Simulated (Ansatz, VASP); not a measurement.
Two plane-wave programs on Al32As

```
Al As
1.0
     8.10000    0.00000    0.00000
     0.00000    8.10000    0.00000
     0.00000    0.00000    8.10000
Al As
32 1
Direct
  0.50011 0.00024 0.98647
  0.75189 0.24840 0.99816
  0.76358 0.00024 0.24994
  0.00010 0.00017 0.99649
  0.24831 0.24839 0.99816
  0.50006 0.50011 0.94455
  0.75188 0.75196 0.99817
  0.23660 0.00024 0.24994
  0.50006 0.19514 0.24998
  0.80553 0.50011 0.24999
  0.50011 0.00024 0.51345
  0.75189 0.24839 0.50174
  0.75357 0.00017 0.74995
  0.00014 0.50020 0.98647
  0.24832 0.75197 0.99816
  0.00014 0.23667 0.24994
  0.19495 0.50011 0.24999
  0.50006 0.80571 0.24999
  0.00010 0.00017 0.50341
  0.24831 0.24839 0.50174
  0.50006 0.50011 0.55513
  0.75189 0.75197 0.50173
  0.24664 0.00017 0.74995
  0.50011 0.23666 0.74992
  0.76358 0.50020 0.74992
  0.00014 0.76365 0.24994
  0.00014 0.50020 0.51345
  0.24832 0.75197 0.50173
  0.00009 0.24672 0.74996
  0.23660 0.50020 0.74992
  0.50011 0.76365 0.74992
  0.00010 0.75364 0.74995
  0.50029 0.50051 0.24979
```

Alike in both runs: functional PBE; k mesh 2 × 2 × 2; occupations fermi-dirac, width 0.05 eV; no spin polarisation.

Ansatz relaxed the structure, and its values are those at the end. VASP's run is a single point on that final structure, the one shown.

|  | VASP | Ansatz |
| --- | --- | --- |
| version | VASP 6.6.1 | Ansatz 0.2.0 |
| potentials or method | VASP PAW PBE potentials, release 64 (Al, As), cutoff 520 eV | scalar-relativistic, plane waves, PAW |
| valence electrons in the cell | 101 | 111 |

VASP gave:

```
rms of the force components (eV/Å) : 0.007
```

Problem. What did Ansatz give for the same quantities?

Solution. rms of the force components (eV/Å): 0.003.

VASP's potentials hold 101 valence electrons a cell and Ansatz's 111, so a difference there can come from the potentials and not from the codes.

The k mesh is coarse, so the values compare programs but aren't converged.
